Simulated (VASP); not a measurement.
# TiSi11O24 (a cell with a defect) in VASP: single point with PBE

Aim: the single point of TiSi11O24 (a cell with a defect) with PBE.

Program: VASP 6.6.1. These are calculated values, not measurements. Logs are shortened: lines on timing, memory, paths and dates and some standing lists are left out, and cuts for length are marked.

### Step 1. The cell of the first run

The cell holds a defect, 36 atoms: a = 10.098 Å, b = 10.098 Å, c = 7.325 Å, α = 113.50°, β = 113.50°, γ = 114.92°.

### Step 2. Single point, PBE

INCAR

```
SYSTEM = TiSi11O24
PREC = Accurate ; ENCUT = 520
EDIFF = 1E-6 ; ISMEAR = -1
SIGMA = 0.01 ; LREAL = Auto
LASPH = .True. ; NELM = 100
ALGO = Normal ; ISIF = 2
LWAVE = .False. ; LCHARG = .True.
GGA = PE ; LELF = .True.
LVHAR = .True. ; NBANDS = 124
```

KPOINTS

```
regular mesh
0
Gamma
  4 4 4
  0 0 0
```

POSCAR

```
TiSi11O24
1.0
   -7.3724492651      4.2564855678      5.4313011400
    7.3724492651     -4.2564855678      5.4313011400
    2.4574830884      4.2564855678     -5.4313011400
Ti Si O
1 11 24
Direct
    0.2735512250      0.2735512250      0.5471024500
    0.7661265382      0.7661265382      0.5322530764
    0.7718954381      0.2668548008      0.0369143551
    0.2650189170      0.7700595542      0.0369143551
    0.5673337933      0.3316859180      0.2293714433
    0.0658062146      0.8265876306      0.2314246387
    0.0523669721      0.3377290231      0.7309727247
    0.5653416196      0.8319037918      0.7320441324
    0.1656184242      0.4048370081      0.2314246387
    0.6620376499      0.8976855252      0.2293714433
    0.6786057526      0.3932437016      0.7309727247
    0.1667025128      0.9001403406      0.7320441324
    0.5975094954      0.5261825488      0.3422407043
    0.0757238920      0.0082283272      0.3307538178
    0.0797931120      0.5307674786      0.8386618145
    0.5991574296      0.0283030836      0.8489428115
    0.5136231830      0.3557204339      0.7510788589
    0.9893951351      0.8545676682      0.7257645980
    0.9943329365      0.3554711391      0.2424904051
    0.4821478474      0.8447872729      0.2204839548
    0.5863799818      0.2845793922      0.4230551871
    0.0852722307      0.7838850771      0.4285701704
    0.0660818497      0.2901580254      0.9211896514
    0.5813920514      0.7865564214      0.9263629689
    0.2550299258      0.3225254906      0.3307538178
    0.7447312089      0.8160581555      0.3422407043
    0.7588687025      0.3078943360      0.8386618145
    0.2497853820      0.8206397279      0.8489428115
    0.3432979396      0.6446850933      0.4285701704
    0.8366752053      0.1384757949      0.4230551871
    0.8551078017      0.6310316260      0.9211896514
    0.3449709175      0.1398065475      0.9263629689
    0.7363694629      0.8711969298      0.7257645980
    0.2374556759      0.3953584250      0.7510788589
    0.2481574686      0.8870192660      0.2424904051
    0.7383361074      0.3756966818      0.2204839548
```

Potentials or basis: VASP PAW PBE potentials, release 64 (Ti_sv, Si, O).

The run is started by

```
$ cat potpaw_PBE.64/Ti_sv/POTCAR potpaw_PBE.64/Si/POTCAR potpaw_PBE.64/O/POTCAR > POTCAR
$ mpirun -np 1 vasp_std > vasp.out
```

OUTCAR:

```text
SYSTEM = TiSi11O24
   PREC = Accurate
   ENCUT = 520
   EDIFF = 1E-6
   ISMEAR = -1
   LREAL = Auto
   LASPH = .True.
   NELM = 100
   ISIF = 2
   GGA = PE

 ion  position               nearest neighbor table
   1  0.274  0.274  0.547-  17 1.80  34 1.80  25 1.80  14 1.80
   2  0.766  0.766  0.532-  18 1.62  33 1.62  26 1.63  13 1.63  12 3.07   8 3.07  10 3.08   5 3.08

   3  0.772  0.267  0.037-  36 1.62  16 1.62  19 1.63  27 1.63   9 3.00  11 3.02   8 3.06   5 3.07

   4  0.265  0.770  0.037-  20 1.62  28 1.62  35 1.63  15 1.63   6 3.00   7 3.02  12 3.06  10 3.07

   5  0.567  0.332  0.229-  13 1.62  36 1.63  32 1.63  21 1.64  12 3.06   3 3.07  11 3.07   2 3.08

   6  0.066  0.827  0.231-  31 1.62  14 1.62  22 1.63  35 1.63   4 3.00  11 3.04  12 3.04
   7  0.052  0.338  0.731-  23 1.62  15 1.63  30 1.63  34 1.63   4 3.02   9 3.04  10 3.07
   8  0.565  0.832  0.732-  16 1.62  33 1.63  29 1.63  24 1.63   9 3.04  10 3.06   3 3.06   2 3.07

   9  0.166  0.405  0.231-  23 1.62  25 1.62  29 1.63  19 1.63   3 3.00   7 3.04   8 3.04
  10  0.662  0.898  0.229-  26 1.62  20 1.63  24 1.63  30 1.64   8 3.06   4 3.07   7 3.07   2 3.08

  11  0.679  0.393  0.731-  31 1.62  27 1.63  21 1.63  17 1.63   3 3.02   6 3.04   5 3.07
  12  0.167  0.900  0.732-  28 1.62  18 1.63  22 1.63  32 1.63   6 3.04   5 3.06   4 3.06   2 3.07

  13  0.598  0.526  0.342-   5 1.62   2 1.63
  14  0.076  0.008  0.331-   6 1.62   1 1.80
  15  0.080  0.531  0.839-   7 1.63   4 1.63
  16  0.599  0.028  0.849-   8 1.62   3 1.62
  17  0.514  0.356  0.751-  11 1.63   1 1.80
  18  0.989  0.855  0.726-   2 1.62  12 1.63
[... 16 lines left out ...]
  35  0.248  0.887  0.242-   4 1.63   6 1.63
  36  0.738  0.376  0.220-   3 1.62   5 1.63

  LATTYP: Found a face centered orthorhombic cell.
 ALAT       =     9.8299323535
 B/A-ratio  =     1.1050536148
 C/A-ratio  =     1.7320508076

  Lattice vectors:

 A1 = (  -7.3724492651,   4.2564855678,  -5.4313011400)
 A2 = (  -4.9149661767,   8.5129711356,   0.0000000000)
 A3 = (   2.4574830884,   4.2564855678,  -5.4313011400)

Analysis of symmetry for initial positions (statically):
=====================================================================
 Subroutine PRICEL returns:
 Original cell was already a primitive cell.

 Routine SETGRP: Setting up the symmetry group for a
 face centered orthorhombic supercell.

 Subroutine GETGRP returns: Found  2 space group operations
 (whereof  2 operations were pure point group operations)
 out of a pool of  8 trial point group operations.

The static configuration has the point symmetry C_2 .

Analysis of symmetry for dynamics (positions and initial velocities):
=====================================================================
 Subroutine PRICEL returns:
 Original cell was already a primitive cell.

 Routine SETGRP: Setting up the symmetry group for a
 face centered orthorhombic supercell.

 Subroutine GETGRP returns: Found  2 space group operations
 (whereof  2 operations were pure point group operations)
 out of a pool of  8 trial point group operations.

The dynamic configuration has the point symmetry C_2 .

 Subroutine INISYM returns: Found  2 space group operations
 (whereof  2 operations are pure point group operations),
 and found     1 'primitive' translations

----------------------------------------------------------------------------------------

                                     Primitive cell

  volume of cell :     454.5018

  direct lattice vectors                    reciprocal lattice vectors
    -7.372449265  4.256485568  5.431301140     0.000000000  0.117467801  0.092058972
     7.372449265 -4.256485568  5.431301140     0.101730100  0.058733901  0.092058972
     2.457483088  4.256485568 -5.431301140     0.101730100  0.176201702  0.000000000

  length of vectors
    10.098005230 10.098005230  7.325020450     0.149243220  0.149243220  0.203460200

  position of ions in fractional coordinates (direct lattice)
     0.273551225  0.273551225  0.547102450
     0.766126538  0.766126538  0.532253076
     0.771895438  0.266854801  0.036914355
     0.265018917  0.770059554  0.036914355
     0.567333793  0.331685918  0.229371443
     0.065806215  0.826587631  0.231424639
[... 28 lines left out ...]
     0.248157469  0.887019266  0.242490405
     0.738336107  0.375696682  0.220483955

  ion indices of the primitive-cell ions
   primitive index   ion index
                 1           1
                 2           2
                 3           3
                 4           4
                 5           5
                 6           6
[... 28 lines left out ...]
                35          35
                36          36

----------------------------------------------------------------------------------------

 KPOINTS: regular mesh

Automatic generation of k-mesh.
 Grid dimensions read from file:
 generate k-points for:    4    4    4

 Generating k-lattice:

  Cartesian coordinates                     Fractional coordinates (reciprocal lattice)
     0.000000000  0.029366950  0.023014743     0.250000000  0.000000000  0.000000000
     0.025432525  0.014683475  0.023014743     0.000000000  0.250000000  0.000000000
     0.025432525  0.044050425  0.000000000    -0.000000000  0.000000000  0.250000000

  Length of vectors
     0.037310805  0.037310805  0.050865050

  Shift w.r.t. Gamma in fractional coordinates (k-lattice)
     0.000000000  0.000000000  0.000000000

 Subroutine IBZKPT returns following result:
 ===========================================

 Found     24 irreducible k-points:

 Following reciprocal coordinates:
            Coordinates               Weight
  0.000000  0.000000  0.000000      1.000000
  0.250000  0.000000  0.000000      4.000000
  0.000000  0.250000 -0.250000      4.000000
  0.500000  0.000000  0.000000      2.000000
 -0.000000  0.500000  0.500000      2.000000
  0.250000  0.250000  0.000000      4.000000
[... 16 lines left out ...]
 -0.250000  0.250000  0.500000      2.000000
  0.500000  0.500000  0.500000      1.000000
   k-points           NKPTS =     24   k-points in BZ     NKDIM =     24   number of bands    NBANDS=    124
   number of dos      NEDOS =    301   number of ions     NIONS =     36
   total plane-waves  NPLWV = 345600
   dimension x,y,z NGX =    80 NGY =   80 NGZ =   54
   dimension x,y,z NGXF=   160 NGYF=  160 NGZF=  108
   ions per type =               1  11  24
   NGX,Y,Z   is equivalent  to a cutoff of  13.17, 13.17, 12.26 a.u.
   NGXF,Y,Z  is equivalent  to a cutoff of  26.34, 26.34, 24.51 a.u.
 SYSTEM =  TiSi11O24
   PREC   = accura    normal or accurate (medium, high low for compatibility)
   ISTART =      0    job   : 0-new  1-cont  2-samecut
   ICHARG =      2    charge: 1-file 2-atom 10-const
   ISPIN  =      1    spin polarized calculation?
   LNONCOLLINEAR =      F non collinear calculations
   LSORBIT =      F    spin-orbit coupling
   LASPH  =      T    aspherical Exc in radial PAW
   ENCUT  =  520.0 eV  38.22 Ry    6.18 a.u.  18.78 18.78 13.62*2*pi/ulx,y,z
   NELM   =    100;   NELMIN=  2; NELMDL= -5     # of ELM steps
   EDIFF  = 0.1E-05   stopping-criterion for ELM
   LREAL  =      T    real-space projection
   EDIFFG = 0.1E-04   stopping-criterion for IOM
   NSW    =      0    number of steps for IOM
   IBRION =     -1    ionic relax: 0-MD 1-quasi-New 2-CG
   NFREE  =      0    steps in history (QN), initial steepest desc. (CG)
   ISIF   =      2    stress and relaxation
   ISYM   =      2    0-nonsym 1-usesym 2-fastsym
   POTIM  = 0.5000    time-step for ionic-motion
   TEBEG  =    0.0;   TEEND  =   0.0 temperature during run
   PSTRESS=    0.0 pullay stress
   NELECT =     200.0000    total number of electrons
   NUPDOWN=      -1.0000    fix difference up-down
   EMIN   =  10.00;   EMAX   =-10.00  energy-range for DOS
   EFERMI =   0.00;   METHOD = LEGACY
   ISMEAR =    -1;   SIGMA  =   0.01  broadening in eV -4-tet -1-fermi 0-gaus
   EFERMI_NEDOS =   21; number of points for ismear=-14 and -15
   IALGO  =     38    algorithm
   IMIX   =      4    mixing-type and parameters
     AMIX     =   0.40;   BMIX     =  1.00
     AMIX_MAG =   1.60;   BMIX_MAG =  1.00
  volume/ion in A,a.u.               =      12.63        85.20
  Fermi-wavevector in a.u.,A,eV,Ry     =   1.245202  2.353090 21.096198  1.550527
  Thomas-Fermi vector in A             =   2.379434
   LORBIT       =      0    0 simple, 1 ext, 2 COOP (PROOUT), +10 PAW based schemes
   GGA     = PE    functional components
   LHFCALC =     F    Hartree Fock is set to
   AEXX    =    0.0000 exact exchange contribution
   IVDW    =     0    specifies the selected vdW correction
   LEPSILON=     F    determine dielectric tensor
   LRPA    =     F    only Hartree local field effects (RPA)
 non-spin polarized calculation
  energy-cutoff  :      520.00
  volume of cell :      454.50
 maximum number of plane-waves:     12284
 NGX is ok and might be reduce to    80
   NGX = 37   NGY = 37   NGZ = 27

 number of electron     200.0000005 magnetization

 Free energy of the ion-electron system (eV)
  ---------------------------------------------------
  ext. energy  EPLUGINS =         0.00000000
  ---------------------------------------------------
  free energy    TOTEN  =      -286.99399458 eV

  energy without entropy =     -286.99399458  energy(sigma->0) =     -286.99399458

 E-fermi :   1.5093     XC(G=0):  -9.3041

 val. band max:        1.1201807506   @ k =   0.5000   0.5000   0.5000
 cond. band min:       5.8074892097   @ k =   0.5000   0.5000   0.5000
 fundamental gap:      4.6873084591
 Fermi energy:         1.5092847965

 k-point     1 :       0.0000    0.0000    0.0000
  band No.  band energies     occupation
      1     -54.2292      2.00000
      2     -30.6265      2.00000
      3     -30.5988      2.00000
      4     -30.5813      2.00000
      5     -18.1333      2.00000
      6     -17.6769      2.00000
[... 104 lines left out ...]
    111      10.2622      0.00000
    112      10.3164      0.00000
[... 2643 lines left out ...]
    111       9.9548      0.00000
    112      10.1545      0.00000
 [bands above 112 left out]

------------------------ aborting loop because EDIFF is reached ----------------------------------------

  FORCE on cell =-STRESS in cart. coord.  units (eV):
  Direction    XX          YY          ZZ          XY          YZ          ZX
  --------------------------------------------------------------------------------------
  -------------------------------------------------------------------------------------
  Total       11.1281840      8.8882153      9.7489130     -1.9398698      0.1516942     -0.2627431
  in kB       39.2282837     31.3321051     34.3661756     -6.8382912      0.5347416     -0.9262034
  external PRESSURE =      34.9755215 kB  Pullay stress =       0.0000000 kB

 VOLUME and BASIS-vectors are now :
 -----------------------------------------------------------------------------
  energy-cutoff  :      520.00
  volume of cell :      454.50
      direct lattice vectors                 reciprocal lattice vectors
    -7.372449265  4.256485568  5.431301140     0.000000000  0.117467801  0.092058972
     7.372449265 -4.256485568  5.431301140     0.101730100  0.058733901  0.092058972
     2.457483088  4.256485568 -5.431301140     0.101730100  0.176201702  0.000000000

 POSITION                                       TOTAL-FORCE (eV/Angst)
 -----------------------------------------------------------------------------------
      1.34450      2.32873      0.00000        -0.012900     -0.022344      0.000000
      1.30800      2.26553      5.43130         0.012124      0.021000     -0.000000
     -3.63267      2.30682      5.44127         0.002561      0.016768     -0.017444
      3.81410     -1.99257      5.42133         0.013241      0.010602      0.017444
     -1.17363      1.97935      3.63706         0.006196     -0.015194     -0.012971
      6.17754     -2.25320      3.58992        -0.008521      0.015263     -0.001390
[... 28 lines left out ...]
      5.30589     -1.68715      4.84845         0.002448     -0.003958     -0.002457
     -2.13171      2.48206      4.85313         0.007221     -0.007044      0.001581
 -----------------------------------------------------------------------------------
    total drift:                               -0.003141     -0.005357      0.000033

  FREE ENERGIE OF THE ION-ELECTRON SYSTEM (eV)
  ---------------------------------------------------
  free  energy   TOTEN  =      -286.9939945804 eV

  energy  without entropy=     -286.9939945804  energy(sigma->0) =     -286.99399458
```

It took 39 min on 1 thread of Intel Xeon 6975P-C (Granite Rapids), shared host; peak memory 1.2 GiB.

Results:

```
Free energy            : -286.9940 eV
Pressure               : 3.5 GPa
Largest force          : 0.047 eV/Å
Band gap on the k mesh : 4.69 eV
```

Forces on the atoms (eV/Å):
```
Ti  -0.013 -0.022  0.000
Si   0.012  0.021  0.000
Si   0.003  0.017 -0.017
Si   0.013  0.011  0.017
Si   0.006 -0.015 -0.013
Si  -0.009  0.015 -0.001
Si   0.016 -0.038 -0.023
Si   0.019 -0.008  0.001
Si   0.017  0.000  0.001
Si  -0.016 -0.002  0.013
Si  -0.041 -0.005  0.023
Si  -0.017  0.013 -0.001
O    0.003  0.004  0.011
O    0.030 -0.019 -0.029
O    0.005  0.005 -0.003
O    0.005  0.008  0.007
O   -0.011  0.043 -0.002
O   -0.004 -0.005  0.008
O   -0.005  0.000  0.002
O   -0.010  0.003 -0.002
O    0.004 -0.011  0.007
O   -0.001 -0.012  0.000
O   -0.003 -0.008  0.001
O   -0.002 -0.004  0.002
O   -0.031  0.017  0.029
O    0.002  0.005 -0.011
O    0.002  0.007  0.003
O    0.004  0.008 -0.007
O   -0.010 -0.007  0.000
O   -0.012 -0.002 -0.007
O   -0.006 -0.007 -0.001
O   -0.003 -0.004 -0.002
O   -0.003 -0.006 -0.008
O    0.043  0.012  0.002
O    0.002 -0.004 -0.002
O    0.007 -0.007  0.002
```

Stress tensor (GPa, compression positive):
```
 3.92 -0.68 -0.09
-0.68  3.13  0.05
-0.09  0.05  3.44
```
